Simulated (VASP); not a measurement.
# AlCo (Pm-3m) in VASP: notebook

AlCo is run at these levels: PBE; tasks: single point.

All numbers are computed with VASP 6.6.1; they aren't measurements. Logs are shortened: lines on timing, memory, paths and dates and some standing lists are left out, and cuts for length are marked.

## Step 1: The cell of the first run

Symmetry: Pm-3m, No. 221, cubic system. Conventional cell: a = 2.819 Å, b = 2.819 Å, c = 2.819 Å, α = 90.00°, β = 90.00°, γ = 90.00°. Al (site symmetry m-3m) has 8 Co at 2.44 Å and 6 Al at 2.82 Å within 3.2 Å. Within 3.2 Å of Co (site symmetry m-3m) lie 8 Al at 2.44 Å and 6 Co at 2.82 Å.

## Step 2: Single point, PBE, collinear spin, ferromagnetic start

Input file INCAR:

```
SYSTEM = AlCo
PREC = Accurate ; ENCUT = 520
EDIFF = 1E-7 ; ISMEAR = 0
SIGMA = 0.3 ; LREAL = .FALSE.
LASPH = .TRUE. ; NELM = 150
ALGO = Normal ; ISIF = 2
LWAVE = .FALSE. ; LCHARG = .FALSE.
ISPIN = 2 ; MAGMOM = 0 2.5
LORBIT = 11 ; LMAXMIX = 4
GGA = PE ; NBANDS = 17
```

Input file KPOINTS:

```
regular mesh
0
G
  9 9 9
  0 0 0
```

Input file POSCAR:

```
AlCo
1.0
    2.8194000000      0.0000000000      0.0000000000
    0.0000000000      2.8194000000      0.0000000000
    0.0000000000      0.0000000000      2.8194000000
Al Co
1 1
Direct
    0.0000000000      0.0000000000      0.0000000000
    0.5000000000      0.5000000000      0.5000000000
```

Potentials or basis: VASP PAW PBE potentials, release 64 (Al, Co).

Launch:

```bash
cat potpaw_PBE.64/Al/POTCAR potpaw_PBE.64/Co/POTCAR > POTCAR
mpirun -np 1 vasp_std > vasp.out
```

OUTCAR:

```text
SYSTEM = AlCo
   PREC = Accurate
   ENCUT = 520
   EDIFF = 1E-7
   ISMEAR = 0
   LREAL = .FALSE.
   LASPH = .TRUE.
   NELM = 150
   ISIF = 2
   ISPIN = 2
   LORBIT = 11
   GGA = PE

 ion  position               nearest neighbor table
   1  0.000  0.000  0.000-   2 2.44   2 2.44   2 2.44   2 2.44   2 2.44   2 2.44   2 2.44   2 2.44

   2  0.500  0.500  0.500-   1 2.44   1 2.44   1 2.44   1 2.44   1 2.44   1 2.44   1 2.44   1 2.44

  LATTYP: Found a simple cubic cell.
 ALAT       =     2.8194000000

  Lattice vectors:

 A1 = (   2.8194000000,   0.0000000000,   0.0000000000)
 A2 = (   0.0000000000,   2.8194000000,   0.0000000000)
 A3 = (   0.0000000000,   0.0000000000,   2.8194000000)

Analysis of symmetry for initial positions (statically):
=====================================================================
 Subroutine PRICEL returns:
 Original cell was already a primitive cell.

 Routine SETGRP: Setting up the symmetry group for a
 simple cubic supercell.

 Subroutine GETGRP returns: Found 48 space group operations
[... 9 lines left out ...]

 Routine SETGRP: Setting up the symmetry group for a
 simple cubic supercell.

 Subroutine GETGRP returns: Found 48 space group operations
 (whereof 48 operations were pure point group operations)
 out of a pool of 48 trial point group operations.

The dynamic configuration has the point symmetry O_h .

Analysis of structural, dynamic, and magnetic symmetry:
=====================================================================
 Subroutine PRICEL returns:
 Original cell was already a primitive cell.

 Routine SETGRP: Setting up the symmetry group for a
 simple cubic supercell.

 Subroutine GETGRP returns: Found 48 space group operations
 (whereof 48 operations were pure point group operations)
 out of a pool of 48 trial point group operations.

The overall configuration has the point symmetry O_h .

 Subroutine INISYM returns: Found 48 space group operations
[... 5 lines left out ...]
                                     Primitive cell

  volume of cell :      22.4115

  direct lattice vectors                    reciprocal lattice vectors
     2.819400000  0.000000000  0.000000000     0.354685394  0.000000000  0.000000000
     0.000000000  2.819400000  0.000000000     0.000000000  0.354685394  0.000000000
     0.000000000  0.000000000  2.819400000     0.000000000  0.000000000  0.354685394

  length of vectors
     2.819400000  2.819400000  2.819400000     0.354685394  0.354685394  0.354685394

  position of ions in fractional coordinates (direct lattice)
     0.000000000  0.000000000  0.000000000
     0.500000000  0.500000000  0.500000000

  ion indices of the primitive-cell ions
   primitive index   ion index
                 1           1
                 2           2

----------------------------------------------------------------------------------------

 KPOINTS: regular mesh

Automatic generation of k-mesh.
 Grid dimensions read from file:
 generate k-points for:    9    9    9

 Generating k-lattice:

  Cartesian coordinates                     Fractional coordinates (reciprocal lattice)
     0.039409488  0.000000000  0.000000000     0.111111111  0.000000000  0.000000000
     0.000000000  0.039409488  0.000000000     0.000000000  0.111111111  0.000000000
     0.000000000  0.000000000  0.039409488     0.000000000  0.000000000  0.111111111

  Length of vectors
     0.039409488  0.039409488  0.039409488

  Shift w.r.t. Gamma in fractional coordinates (k-lattice)
     0.000000000  0.000000000  0.000000000

 Subroutine IBZKPT returns following result:
 ===========================================

 Found     35 irreducible k-points:

 Following reciprocal coordinates:
            Coordinates               Weight
  0.000000  0.000000  0.000000      1.000000
  0.111111  0.000000  0.000000      6.000000
  0.222222  0.000000  0.000000      6.000000
  0.333333  0.000000  0.000000      6.000000
  0.444444  0.000000  0.000000      6.000000
  0.111111  0.111111  0.000000     12.000000
[... 16 lines left out ...]
  0.333333  0.333333  0.111111     24.000000
  0.444444  0.333333  0.111111     48.000000
 [... further k-points ...]
   k-points           NKPTS =     35   k-points in BZ     NKDIM =     35   number of bands    NBANDS=     17
   number of dos      NEDOS =    301   number of ions     NIONS =      2
   total plane-waves  NPLWV =  13824
   dimension x,y,z NGX =    24 NGY =   24 NGZ =   24
   dimension x,y,z NGXF=    48 NGYF=   48 NGZF=   48
   ions per type =               1   1
   NGX,Y,Z   is equivalent  to a cutoff of  14.15, 14.15, 14.15 a.u.
   NGXF,Y,Z  is equivalent  to a cutoff of  28.30, 28.30, 28.30 a.u.
 SYSTEM =  AlCo
   PREC   = accura    normal or accurate (medium, high low for compatibility)
   ISTART =      0    job   : 0-new  1-cont  2-samecut
   ICHARG =      2    charge: 1-file 2-atom 10-const
   ISPIN  =      2    spin polarized calculation?
   LNONCOLLINEAR =      F non collinear calculations
   LSORBIT =      F    spin-orbit coupling
   LASPH  =      T    aspherical Exc in radial PAW
   ENCUT  =  520.0 eV  38.22 Ry    6.18 a.u.   5.24  5.24  5.24*2*pi/ulx,y,z
   NELM   =    150;   NELMIN=  2; NELMDL= -5     # of ELM steps
   EDIFF  = 0.1E-06   stopping-criterion for ELM
   LREAL  =      F    real-space projection
   EDIFFG = 0.1E-05   stopping-criterion for IOM
   NSW    =      0    number of steps for IOM
   IBRION =     -1    ionic relax: 0-MD 1-quasi-New 2-CG
   NFREE  =      0    steps in history (QN), initial steepest desc. (CG)
   ISIF   =      2    stress and relaxation
   ISYM   =      2    0-nonsym 1-usesym 2-fastsym
   POTIM  = 0.5000    time-step for ionic-motion
   TEBEG  =    0.0;   TEEND  =   0.0 temperature during run
   PSTRESS=    0.0 pullay stress
   NELECT =      12.0000    total number of electrons
   NUPDOWN=      -1.0000    fix difference up-down
   EMIN   =  10.00;   EMAX   =-10.00  energy-range for DOS
   EFERMI =   0.00;   METHOD = LEGACY
   ISMEAR =     0;   SIGMA  =   0.30  broadening in eV -4-tet -1-fermi 0-gaus
   EFERMI_NEDOS =   21; number of points for ismear=-14 and -15
   IALGO  =     38    algorithm
   IMIX   =      4    mixing-type and parameters
     AMIX     =   0.40;   BMIX     =  1.00
     AMIX_MAG =   1.60;   BMIX_MAG =  1.00
  volume/ion in A,a.u.               =      11.21        75.62
  Fermi-wavevector in a.u.,A,eV,Ry     =   1.329368  2.512141 24.044478  1.767219
  Thomas-Fermi vector in A             =   2.458536
   LORBIT       =     11    0 simple, 1 ext, 2 COOP (PROOUT), +10 PAW based schemes
   GGA     = PE    functional components
   LHFCALC =     F    Hartree Fock is set to
   AEXX    =    0.0000 exact exchange contribution
   IVDW    =     0    specifies the selected vdW correction
   LEPSILON=     F    determine dielectric tensor
   LRPA    =     F    only Hartree local field effects (RPA)
 spin polarized calculation
 Gauss-broadening in eV      SIGMA  =   0.30
  energy-cutoff  :      520.00
  volume of cell :       22.41
 maximum number of plane-waves:       619
 NGX is ok and might be reduce to    24
   NGX = 11   NGY = 11   NGZ = 11

 number of electron      11.9999996 magnetization      -0.0036829

 number of electron      11.9999996 magnetization       0.0002347

 Free energy of the ion-electron system (eV)
  ---------------------------------------------------
  ext. energy  EPLUGINS =         0.00000000
  ---------------------------------------------------
  free energy    TOTEN  =       -11.99130664 eV

  energy without entropy =      -11.95772527  energy(sigma->0) =      -11.97451596

 E-fermi :  10.9497     XC(G=0): -12.4234

 val. band max:       10.8796563612   @ k =   0.4444   0.4444   0.0000
 cond. band min:      10.9607969575   @ k =   0.4444   0.4444   0.1111
 fundamental gap:      0.0811405964
 Fermi energy:        10.9496611884

 spin component 1

 k-point     1 :       0.0000    0.0000    0.0000
  band No.  band energies     occupation
      1      -0.2804      1.00000
      2       7.9099      1.00000
      3       7.9099      1.00000
      4      10.1367      0.99994
      5      10.1367      0.99994
      6      10.1367      0.99994
[... 9 lines left out ...]
     16      34.9900      0.00000
     17      34.9900      0.00000

 k-point     2 :       0.1111    0.0000    0.0000
  band No.  band energies     occupation
      1      -0.0412      1.00000
      2       7.8810      1.00000
      3       7.9769      1.00000
      4      10.0102      1.00000
      5      10.0102      1.00000
      6      10.1503      0.99992
[... 9 lines left out ...]
     16      33.0273      0.00000
     17      35.3036      0.00000
[... 421 lines left out ...]
 k-point    24 :       0.4444    0.3333    0.1111
  band No.  band energies     occupation
      1       4.9581      1.00000
      2       6.6551      1.00000
      3       8.2053      1.00000
      4       8.8617      1.00000
      5       9.6183      1.00000
      6       9.7495      1.00000
[... 9 lines left out ...]
     16      33.0123      0.00000
     17      34.5761      0.00000

 [... further k-points ...]

 spin component 2

 k-point     1 :       0.0000    0.0000    0.0000
  band No.  band energies     occupation
      1      -0.2805      1.00000
      2       7.9103      1.00000
      3       7.9103      1.00000
      4      10.1369      0.99994
      5      10.1369      0.99994
      6      10.1369      0.99994
[... 9 lines left out ...]
     16      34.9899      0.00000
     17      34.9899      0.00000

 k-point     2 :       0.1111    0.0000    0.0000
  band No.  band energies     occupation
      1      -0.0413      1.00000
      2       7.8814      1.00000
      3       7.9773      1.00000
      4      10.0104      1.00000
      5      10.0104      1.00000
      6      10.1505      0.99992
[... 9 lines left out ...]
     16      33.0272      0.00000
     17      35.3036      0.00000
[... 421 lines left out ...]
 k-point    24 :       0.4444    0.3333    0.1111
  band No.  band energies     occupation
      1       4.9580      1.00000
      2       6.6552      1.00000
      3       8.2054      1.00000
      4       8.8621      1.00000
      5       9.6186      1.00000
      6       9.7496      1.00000
[... 9 lines left out ...]
     16      33.0123      0.00000
     17      34.5761      0.00000

 [... further k-points ...]
[... 5 lines left out ...]
  --------------------------------------------------------------------------------------
  -------------------------------------------------------------------------------------
  Total        0.9462181      0.9462181      0.9462181     -0.0000000     -0.0000000      0.0000000
  in kB       67.6443847     67.6443847     67.6443847     -0.0000000     -0.0000000      0.0000000
  external PRESSURE =      67.6443847 kB  Pullay stress =       0.0000000 kB

 VOLUME and BASIS-vectors are now :
 -----------------------------------------------------------------------------
  energy-cutoff  :      520.00
  volume of cell :       22.41
      direct lattice vectors                 reciprocal lattice vectors
     2.819400000  0.000000000  0.000000000     0.354685394  0.000000000  0.000000000
     0.000000000  2.819400000  0.000000000     0.000000000  0.354685394  0.000000000
     0.000000000  0.000000000  2.819400000     0.000000000  0.000000000  0.354685394

 POSITION                                       TOTAL-FORCE (eV/Angst)
 -----------------------------------------------------------------------------------
      0.00000      0.00000      0.00000         0.000000      0.000000      0.000000
      1.40970      1.40970      1.40970         0.000000      0.000000      0.000000
 -----------------------------------------------------------------------------------
    total drift:                                0.000000     -0.000000     -0.000000

  FREE ENERGIE OF THE ION-ELECTRON SYSTEM (eV)
  ---------------------------------------------------
  free  energy   TOTEN  =       -11.9913066415 eV

  energy  without entropy=      -11.9577252722  energy(sigma->0) =      -11.97451596

 total charge

# of ion       s       p       d       tot
------------------------------------------
    1        0.399   0.444   0.000   0.842
    2        0.447   0.534   7.532   8.513
--------------------------------------------------
tot          0.846   0.978   7.532   9.355

 magnetization (x)

# of ion       s       p       d       tot
------------------------------------------
    1       -0.000  -0.000   0.000  -0.000
    2       -0.000  -0.000   0.000   0.000
--------------------------------------------------
tot         -0.000  -0.000   0.000   0.000
```

Wall time 27 s (1 thread of AMD EPYC 7R13 (Zen 3), shared host); peak memory 0.13 GiB.

What came out:

```yaml
Free_energy: -11.9913 eV
Pressure: 6.8 GPa
Band_gap_on_the_k_mesh: zero (filled and empty bands overlap)
Net_moment: 0.00 μB per cell
Valence_electrons_inside_the_program's_atomic_spheres: Al 0.84; Co 8.51
```

Caveat: the starting moments collapsed, and a magnetic state may lie lower.

## Step 3: Single point, PBE, collinear spin, ferromagnetic start

Input file INCAR:

```
SYSTEM = AlCo
PREC     = Accurate       ! precision mode
ENCUT    = 520            ! plane-wave cutoff, eV
EDIFF    = 1E-6           ! SCF threshold, eV
ISMEAR   = 0              ! smearing method
SIGMA    = 0.2            ! smearing width, eV
LREAL    = .FALSE.        ! projectors in reciprocal space
LASPH    = .TRUE.         ! aspherical terms in the spheres
NELM     = 150            ! most SCF steps
ALGO     = Normal         ! electronic algorithm
ISIF     = 2              ! what is computed and relaxed
LWAVE    = .FALSE.        ! write WAVECAR
LCHARG   = .FALSE.        ! write CHGCAR
ISPIN    = 2              ! spin polarisation
MAGMOM   = 0 2.5          ! initial moments
LORBIT   = 11             ! projections on sites
LMAXMIX  = 4              ! l up to which the mixer works
GGA      = PE             ! functional
NBANDS   = 17             ! bands
```

Input file KPOINTS:

```
Automatic mesh
0
G
  9 9 9
  0 0 0
```

POSCAR is that of step 2.

Potentials or basis: VASP PAW PBE potentials, release 64 (Al, Co).

Launch:

```bash
cat potpaw_PBE.64/Al/POTCAR potpaw_PBE.64/Co/POTCAR > POTCAR
mpirun -np 1 vasp_std > vasp.out
```

OUTCAR:

```text
SYSTEM = AlCo
   PREC = Accurate
   ENCUT = 520
   EDIFF = 1E-6
   ISMEAR = 0
   LREAL = .FALSE.
   LASPH = .TRUE.
   NELM = 150
   ISIF = 2
   ISPIN = 2
   LORBIT = 11
   GGA = PE

 ion  position               nearest neighbor table
   1  0.000  0.000  0.000-   2 2.44   2 2.44   2 2.44   2 2.44   2 2.44   2 2.44   2 2.44   2 2.44

   2  0.500  0.500  0.500-   1 2.44   1 2.44   1 2.44   1 2.44   1 2.44   1 2.44   1 2.44   1 2.44

  LATTYP: Found a simple cubic cell.
 ALAT       =     2.8194000000

  Lattice vectors:

 A1 = (   2.8194000000,   0.0000000000,   0.0000000000)
 A2 = (   0.0000000000,   2.8194000000,   0.0000000000)
 A3 = (   0.0000000000,   0.0000000000,   2.8194000000)

Analysis of symmetry for initial positions (statically):
=====================================================================
 Subroutine PRICEL returns:
 Original cell was already a primitive cell.

 Routine SETGRP: Setting up the symmetry group for a
 simple cubic supercell.

 Subroutine GETGRP returns: Found 48 space group operations
[... 9 lines left out ...]

 Routine SETGRP: Setting up the symmetry group for a
[... 665 lines left out ...]
  band No.  band energies     occupation
      1      -0.2807      1.00000
      2       7.9105      1.00000
      3       7.9105      1.00000
      4      10.1367      1.00000
      5      10.1367      1.00000
      6      10.1367      1.00000
[... 459 lines left out ...]
      6       9.7495      1.00000
[... 9 lines left out ...]
     16      33.0119      0.00000
     17      34.5755      0.00000

 [... further k-points ...]
[... 5 lines left out ...]
  --------------------------------------------------------------------------------------
  -------------------------------------------------------------------------------------
  Total        0.9311286      0.9311286      0.9311286      0.0000000     -0.0000000     -0.0000000
  in kB       66.5656510     66.5656510     66.5656510      0.0000000     -0.0000000     -0.0000000
  external PRESSURE =      66.5656510 kB  Pullay stress =       0.0000000 kB

 VOLUME and BASIS-vectors are now :
 -----------------------------------------------------------------------------
  energy-cutoff  :      520.00
  volume of cell :       22.41
      direct lattice vectors                 reciprocal lattice vectors
     2.819400000  0.000000000  0.000000000     0.354685394  0.000000000  0.000000000
     0.000000000  2.819400000  0.000000000     0.000000000  0.354685394  0.000000000
     0.000000000  0.000000000  2.819400000     0.000000000  0.000000000  0.354685394

 POSITION                                       TOTAL-FORCE (eV/Angst)
 -----------------------------------------------------------------------------------
      0.00000      0.00000      0.00000         0.000000      0.000000      0.000000
      1.40970      1.40970      1.40970         0.000000      0.000000      0.000000
 -----------------------------------------------------------------------------------
    total drift:                                0.000000     -0.000000     -0.000000

  FREE ENERGIE OF THE ION-ELECTRON SYSTEM (eV)
  ---------------------------------------------------
  free  energy   TOTEN  =       -11.9826478190 eV

  energy  without entropy=      -11.9701952788  energy(sigma->0) =      -11.97642155

 total charge

# of ion       s       p       d       tot
------------------------------------------
    1        0.399   0.443   0.000   0.842
    2        0.447   0.534   7.532   8.513
--------------------------------------------------
tot          0.845   0.978   7.532   9.355

 magnetization (x)

# of ion       s       p       d       tot
------------------------------------------
    1       -0.000  -0.000   0.000  -0.000
    2       -0.000  -0.000   0.001   0.001
--------------------------------------------------
tot         -0.000  -0.000   0.001   0.001
```

OSZICAR:

```text
N       E                     dE             d eps       ncg     rms          rms(c)
DAV:   1     0.386286113321E+02    0.38629E+02   -0.47722E+03  2436   0.722E+02
DAV:   2    -0.109871545674E+02   -0.49616E+02   -0.44008E+02  2656   0.153E+02
DAV:   3    -0.130276740891E+02   -0.20405E+01   -0.20045E+01  2911   0.330E+01
DAV:   4    -0.130574028356E+02   -0.29729E-01   -0.29708E-01  2826   0.348E+00
DAV:   5    -0.130582628629E+02   -0.86003E-03   -0.85997E-03  3053   0.646E-01    0.140E+01
DAV:   6    -0.155985749028E+02   -0.25403E+01   -0.41156E+01  2670   0.715E+01    0.163E+01
DAV:   7    -0.119830104583E+02    0.36156E+01   -0.23265E+01  2722   0.458E+01    0.280E+00
DAV:   8    -0.119905905619E+02   -0.75801E-02   -0.18430E-01  2913   0.288E+00    0.141E+00
DAV:   9    -0.119837066768E+02    0.68839E-02   -0.57236E-02  3330   0.160E+00    0.924E-01
DAV:  10    -0.119826018272E+02    0.11048E-02   -0.52337E-03  3321   0.491E-01    0.198E-01
DAV:  11    -0.119826354502E+02   -0.33623E-04   -0.16605E-04  3000   0.993E-02    0.112E-01
DAV:  12    -0.119826471093E+02   -0.11659E-04   -0.14586E-04  2964   0.913E-02    0.401E-02
DAV:  13    -0.119826475405E+02   -0.43115E-06   -0.23628E-05  3320   0.322E-02    0.101E-02
DAV:  14    -0.119826478190E+02   -0.27847E-06   -0.60032E-07  1438   0.630E-03
   1 F= -.11982648E+02 E0= -.11976422E+02  d E =-.124525E-01  mag=     0.0003
```

stdout:

```text
POSCAR found type information on POSCAR AlCo
 POSCAR found :  2 types and       2 ions
 scaLAPACK will be used
 LDA part: xc-table for (Slater+PW92), standard interpolation
 POSCAR, INCAR and KPOINTS ok, starting setup
 FFT: planning ... GRIDC
 FFT: planning ... GRID_SOFT
 FFT: planning ... GRID
 WAVECAR not read
 entering main loop
```

Run time: 24 s. Hardware: 1 thread of AMD EPYC 7R13 (Zen 3), shared host; peak memory 0.13 GiB.

Results:

- Free energy: -11.9826 eV
- Pressure: 6.7 GPa
- Band gap on the k mesh: zero (filled and empty bands overlap)
- Net moment: 0.00 μB per cell
- Valence electrons inside the program's atomic spheres: Al 0.84; Co 8.51

Levels at points of the mesh, in eV from the Fermi level:
Spin up:
| k point | band 3 | band 4 | band 5 | band 6 | band 7 | band 8 | band 9 | band 10 |
| --- | --- | --- | --- | --- | --- | --- | --- | --- |
| (0.00, 0.00, 0.00) | -3.08 | -0.86 | -0.86 | -0.86 | 6.15 | 6.15 | 6.15 | 8.89 |
Spin down:
| k point | band 4 | band 5 | band 6 | band 7 | band 8 | band 9 |
| --- | --- | --- | --- | --- | --- | --- |
| (0.00, 0.00, 0.00) | -0.86 | -0.86 | -0.86 | 6.15 | 6.15 | 6.15 |

Caveat: the starting moments collapsed, and a magnetic state may lie lower.

(Continued in part 2 of 2.)
